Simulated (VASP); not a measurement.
# PbO (Pmmn) in VASP: single point with LDA

Aim: the single point of PbO with LDA.

Program: VASP 6.6.1. These are calculated values, not measurements. Logs are shortened: lines on timing, memory, paths and dates and some standing lists are left out, and cuts for length are marked.

### 1 The cell of the first run

It takes space group Pmmn (No. 59, orthorhombic). The conventional cell has a = 3.815 Å, b = 4.133 Å, c = 5.022 Å, α = 90.00°, β = 90.00°, γ = 90.00°. Pb (site symmetry mm2) has 4 O at 2.24 to 2.38 Å within 3.0 Å. O (site symmetry mm2) has 4 Pb at 2.24 to 2.38 Å and 4 O at 2.81 Å within 3.0 Å.

### 2 Single point, LDA (strain -0.0400 x Voigt [1, -1, 0, 0, 0, 0])

INCAR

```
PREC = Accurate
ENCUT = 910
EDIFF = 1E-6
ISMEAR = 0
SIGMA = 0.05
LREAL = F
LASPH = T
NELM = 120
ALGO = Normal
ISIF = 2
LWAVE = F
LCHARG = F
NBANDS = 28
GGA_COMPAT = F
```

KPOINTS

```
regular mesh
0
Gamma
  8 8 6
```

POSCAR

```
PbO
1.0
    3.8154240000      0.0000000000      0.0000000000
    0.0000000000      4.1333760000      0.0000000000
    0.0000000000      0.0000000000      5.0220000000
Pb O
2 2
Direct
    0.0000000000      0.5000000000      0.2351000000
    0.5000000000      0.0000000000      0.7649000000
    0.0000000000      0.0000000000      0.0000000000
    0.5000000000      0.5000000000      0.0000000000
```

Potentials or basis: VASP PAW LDA potentials, release 64 (Pb_d, O_h).

Command:

```sh
$ cat potpaw_LDA.64/Pb_d/POTCAR potpaw_LDA.64/O_h/POTCAR > POTCAR
$ mpirun -np 1 vasp_std > vasp.out
```

OUTCAR:

```text
PREC = Accurate
   ENCUT = 910
   EDIFF = 1E-6
   ISMEAR = 0
   LREAL = F
   LASPH = T
   NELM = 120
   ISIF = 2

 ion  position               nearest neighbor table
   1  0.000  0.500  0.235-   4 2.24   4 2.24   3 2.38   3 2.38   2 3.67   2 3.67   2 3.67   2 3.67
                             2 3.87   2 3.87   2 3.87   2 3.87
   2  0.500  0.000  0.765-   3 2.24   3 2.24   4 2.38   4 2.38   1 3.67   1 3.67   1 3.67   1 3.67
                             1 3.87   1 3.87   1 3.87   1 3.87
   3  0.000  0.000  0.000-   2 2.24   2 2.24   1 2.38   1 2.38
   4  0.500  0.500  0.000-   1 2.24   1 2.24   2 2.38   2 2.38

  LATTYP: Found a simple orthorhombic cell.
 ALAT       =     3.8154240000
 B/A-ratio  =     1.0833333333
 C/A-ratio  =     1.3162364130

  Lattice vectors:

 A1 = (   3.8154240000,   0.0000000000,   0.0000000000)
 A2 = (   0.0000000000,   4.1333760000,   0.0000000000)
 A3 = (   0.0000000000,   0.0000000000,   5.0220000000)

Analysis of symmetry for initial positions (statically):
=====================================================================
 Subroutine PRICEL returns:
 Original cell was already a primitive cell.

 Routine SETGRP: Setting up the symmetry group for a
 simple orthorhombic supercell.

 Subroutine GETGRP returns: Found  8 space group operations
 (whereof  4 operations were pure point group operations)
 out of a pool of  8 trial point group operations.

The static configuration has the point symmetry C_2v.
 The point group associated with its full space group is D_2h.

Analysis of symmetry for dynamics (positions and initial velocities):
=====================================================================
 Subroutine PRICEL returns:
 Original cell was already a primitive cell.

 Routine SETGRP: Setting up the symmetry group for a
 simple orthorhombic supercell.

 Subroutine GETGRP returns: Found  8 space group operations
 (whereof  4 operations were pure point group operations)
 out of a pool of  8 trial point group operations.

The dynamic configuration has the point symmetry C_2v.
 The point group associated with its full space group is D_2h.

 Subroutine INISYM returns: Found  8 space group operations
 (whereof  4 operations are pure point group operations),
 and found     1 'primitive' translations

----------------------------------------------------------------------------------------

                                     Primitive cell

  volume of cell :      79.1999

  direct lattice vectors                    reciprocal lattice vectors
     3.815424000  0.000000000  0.000000000     0.262094069  0.000000000  0.000000000
     0.000000000  4.133376000  0.000000000     0.000000000  0.241932986  0.000000000
     0.000000000  0.000000000  5.022000000     0.000000000  0.000000000  0.199123855

  length of vectors
     3.815424000  4.133376000  5.022000000     0.262094069  0.241932986  0.199123855

  position of ions in fractional coordinates (direct lattice)
     0.000000000  0.500000000  0.235100000
     0.500000000  0.000000000  0.764900000
     0.000000000  0.000000000  0.000000000
     0.500000000  0.500000000  0.000000000

  ion indices of the primitive-cell ions
   primitive index   ion index
                 1           1
                 2           2
                 3           3
                 4           4

----------------------------------------------------------------------------------------

 KPOINTS: regular mesh

Automatic generation of k-mesh.
 Grid dimensions read from file:
 generate k-points for:    8    8    6

 Generating k-lattice:

  Cartesian coordinates                     Fractional coordinates (reciprocal lattice)
     0.032761759  0.000000000  0.000000000     0.125000000  0.000000000  0.000000000
     0.000000000  0.030241623  0.000000000     0.000000000  0.125000000  0.000000000
     0.000000000  0.000000000  0.033187309     0.000000000  0.000000000  0.166666667

  Length of vectors
     0.032761759  0.030241623  0.033187309

  Shift w.r.t. Gamma in fractional coordinates (k-lattice)
     0.000000000  0.000000000  0.000000000

 Subroutine IBZKPT returns following result:
 ===========================================

 Found    100 irreducible k-points:

 Following reciprocal coordinates:
            Coordinates               Weight
  0.000000  0.000000  0.000000      1.000000
  0.125000  0.000000  0.000000      2.000000
  0.250000  0.000000  0.000000      2.000000
  0.375000  0.000000  0.000000      2.000000
  0.500000  0.000000  0.000000      1.000000
  0.000000  0.125000  0.000000      2.000000
[... 16 lines left out ...]
  0.250000  0.500000  0.000000      2.000000
  0.375000  0.500000  0.000000      2.000000
 [... further k-points ...]
   k-points           NKPTS =    100   k-points in BZ     NKDIM =    100   number of bands    NBANDS=     28
   number of dos      NEDOS =    301   number of ions     NIONS =      4
   total plane-waves  NPLWV =  84000
   dimension x,y,z NGX =    40 NGY =   42 NGZ =   50
   dimension x,y,z NGXF=    80 NGYF=   84 NGZF=  100
   ions per type =               2   2
   NGX,Y,Z   is equivalent  to a cutoff of  17.43, 16.89, 16.55 a.u.
   NGXF,Y,Z  is equivalent  to a cutoff of  34.86, 33.79, 33.10 a.u.
 SYSTEM =  unknown system
   PREC   = accura    normal or accurate (medium, high low for compatibility)
   ISTART =      0    job   : 0-new  1-cont  2-samecut
   ICHARG =      2    charge: 1-file 2-atom 10-const
   ISPIN  =      1    spin polarized calculation?
   LNONCOLLINEAR =      F non collinear calculations
   LSORBIT =      F    spin-orbit coupling
   LASPH  =      T    aspherical Exc in radial PAW
   ENCUT  =  910.0 eV  66.88 Ry    8.18 a.u.   9.38 10.17 12.35*2*pi/ulx,y,z
   NELM   =    120;   NELMIN=  2; NELMDL= -5     # of ELM steps
   EDIFF  = 0.1E-05   stopping-criterion for ELM
   LREAL  =      F    real-space projection
   EDIFFG = 0.1E-04   stopping-criterion for IOM
   NSW    =      0    number of steps for IOM
   IBRION =     -1    ionic relax: 0-MD 1-quasi-New 2-CG
   NFREE  =      0    steps in history (QN), initial steepest desc. (CG)
   ISIF   =      2    stress and relaxation
   ISYM   =      2    0-nonsym 1-usesym 2-fastsym
   POTIM  = 0.5000    time-step for ionic-motion
   TEBEG  =    0.0;   TEEND  =   0.0 temperature during run
   PSTRESS=    0.0 pullay stress
   NELECT =      40.0000    total number of electrons
   NUPDOWN=      -1.0000    fix difference up-down
   EMIN   =  10.00;   EMAX   =-10.00  energy-range for DOS
   EFERMI =   0.00;   METHOD = LEGACY
   ISMEAR =     0;   SIGMA  =   0.05  broadening in eV -4-tet -1-fermi 0-gaus
   EFERMI_NEDOS =   21; number of points for ismear=-14 and -15
   IALGO  =     38    algorithm
   IMIX   =      4    mixing-type and parameters
     AMIX     =   0.40;   BMIX     =  1.00
     AMIX_MAG =   1.60;   BMIX_MAG =  1.00
  volume/ion in A,a.u.               =      19.80       133.62
  Fermi-wavevector in a.u.,A,eV,Ry     =   1.303727  2.463687 23.125881  1.699704
  Thomas-Fermi vector in A             =   2.434710
   LORBIT       =      0    0 simple, 1 ext, 2 COOP (PROOUT), +10 PAW based schemes
   GGA     = CA    functional components
   LHFCALC =     F    Hartree Fock is set to
   AEXX    =    0.0000 exact exchange contribution
   IVDW    =     0    specifies the selected vdW correction
   LEPSILON=     F    determine dielectric tensor
   LRPA    =     F    only Hartree local field effects (RPA)
 non-spin polarized calculation
 Gauss-broadening in eV      SIGMA  =   0.05
  energy-cutoff  :      910.00
  volume of cell :       79.20
 maximum number of plane-waves:      4983
 NGX is ok and might be reduce to    40
   NGX = 19   NGY = 21   NGZ = 25

 number of electron      40.0000002 magnetization

 Free energy of the ion-electron system (eV)
  ---------------------------------------------------
  ext. energy  EPLUGINS =         0.00000000
  ---------------------------------------------------
  free energy    TOTEN  =       -24.35239793 eV

  energy without entropy =      -24.35239793  energy(sigma->0) =      -24.35239793

 E-fermi :   5.3657     XC(G=0): -10.3080

 val. band max:        5.1041921387   @ k =   0.1250   0.0000   0.0000
 cond. band min:       6.2612418694   @ k =   0.5000   0.5000   0.0000
 fundamental gap:      1.1570497307
 Fermi energy:         5.3656612487

 k-point     1 :       0.0000    0.0000    0.0000
  band No.  band energies     occupation
      1     -13.2226      2.00000
      2     -12.6954      2.00000
      3     -10.9063      2.00000
      4     -10.9011      2.00000
      5     -10.8294      2.00000
      6     -10.8046      2.00000
[... 20 lines left out ...]
     27      12.3122      0.00000
     28      13.4369      0.00000

 k-point     2 :       0.1250    0.0000    0.0000
  band No.  band energies     occupation
      1     -13.1859      2.00000
      2     -12.7044      2.00000
      3     -10.8966      2.00000
      4     -10.8925      2.00000
      5     -10.8151      2.00000
      6     -10.8113      2.00000
[... 20 lines left out ...]
     27      12.3934      0.00000
     28      14.8106      0.00000

 k-point     3 :       0.2500    0.0000    0.0000
  band No.  band energies     occupation
      1     -13.0942      2.00000
      2     -12.7368      2.00000
      3     -10.8690      2.00000
      4     -10.8673      2.00000
      5     -10.7888      2.00000
      6     -10.7726      2.00000
[... 20 lines left out ...]
     27      12.6404      0.00000
     28      16.6991      0.00000

 k-point     4 :       0.3750    0.0000    0.0000
  band No.  band energies     occupation
      1     -12.9847      2.00000
      2     -12.7979      2.00000
      3     -10.8369      2.00000
      4     -10.8275      2.00000
      5     -10.7761      2.00000
      6     -10.7723      2.00000
[... 578 lines left out ...]
     27      14.5719      0.00000
     28      14.5719      0.00000

 k-point    23 :       0.2500    0.5000    0.0000
  band No.  band energies     occupation
      1     -12.8656      2.00000
      2     -12.8656      2.00000
      3     -10.7945      2.00000
      4     -10.7945      2.00000
      5     -10.7743      2.00000
      6     -10.7743      2.00000
[... 20 lines left out ...]
     27      13.8487      0.00000
     28      13.8487      0.00000

 k-point    24 :       0.3750    0.5000    0.0000
  band No.  band energies     occupation
      1     -12.8575      2.00000
      2     -12.8575      2.00000
      3     -10.7936      2.00000
      4     -10.7936      2.00000
      5     -10.7335      2.00000
      6     -10.7335      2.00000
[... 20 lines left out ...]
     27      13.3970      0.00000
     28      13.3970      0.00000

 [... further k-points ...]

------------------------ aborting loop because EDIFF is reached ----------------------------------------

  FORCE on cell =-STRESS in cart. coord.  units (eV):
  Direction    XX          YY          ZZ          XY          YZ          ZX
  --------------------------------------------------------------------------------------
  -------------------------------------------------------------------------------------
  Total        0.8006418     -2.0383792     -0.3558876      0.0000000      0.0000000      0.0000000
  in kB       16.1966216    -41.2354878     -7.1994452      0.0000000      0.0000000      0.0000000
  external PRESSURE =     -10.7461038 kB  Pullay stress =       0.0000000 kB

 VOLUME and BASIS-vectors are now :
 -----------------------------------------------------------------------------
  energy-cutoff  :      910.00
  volume of cell :       79.20
      direct lattice vectors                 reciprocal lattice vectors
     3.815424000  0.000000000  0.000000000     0.262094069  0.000000000  0.000000000
     0.000000000  4.133376000  0.000000000     0.000000000  0.241932986  0.000000000
     0.000000000  0.000000000  5.022000000     0.000000000  0.000000000  0.199123855

 POSITION                                       TOTAL-FORCE (eV/Angst)
 -----------------------------------------------------------------------------------
      0.00000      2.06669      1.18067         0.000000      0.000000      0.041178
      1.90771      0.00000      3.84133         0.000000      0.000000     -0.041178
      0.00000      0.00000      0.00000         0.000000      0.000000      0.607711
      1.90771      2.06669      0.00000         0.000000      0.000000     -0.607711
 -----------------------------------------------------------------------------------
    total drift:                               -0.000000      0.000000     -0.000000

  FREE ENERGIE OF THE ION-ELECTRON SYSTEM (eV)
  ---------------------------------------------------
  free  energy   TOTEN  =       -24.3523979261 eV

  energy  without entropy=      -24.3523979261  energy(sigma->0) =      -24.35239793
```

Run time: 7.8 min. Hardware: 1 thread of Intel Xeon Platinum 8259CL at 2.50GHz (Skylake/Cascade Lake), shared host; peak memory 0.52 GiB.

Results:

| Quantity | Value |
| --- | --- |
| Free energy | -24.3524 eV |
| Pressure | -1.1 GPa |
| Largest force | 0.608 eV/Å |
| Band gap on the k mesh | 1.16 eV (least direct gap 2.27 eV) |

Forces in eV/Å, atoms in the order of the input:
```
Pb   0.000  0.000  0.041
Pb   0.000  0.000 -0.041
O    0.000  0.000  0.608
O    0.000  0.000 -0.608
```

Stress tensor (GPa, compression positive):
```
 1.62  0.00  0.00
 0.00 -4.12  0.00
 0.00  0.00 -0.72
```

Caveat: the cell differs from its parent crystal (strain -0.0400 x Voigt [1, -1, 0, 0, 0, 0]); the cutoff is under 1.25 times the usual one of these potentials, so pressure, stress and relaxed cells hold a basis-set (Pulay) error; spin-orbit coupling is left out, which moves the levels of the heavy elements. A k mesh can miss the band edges.
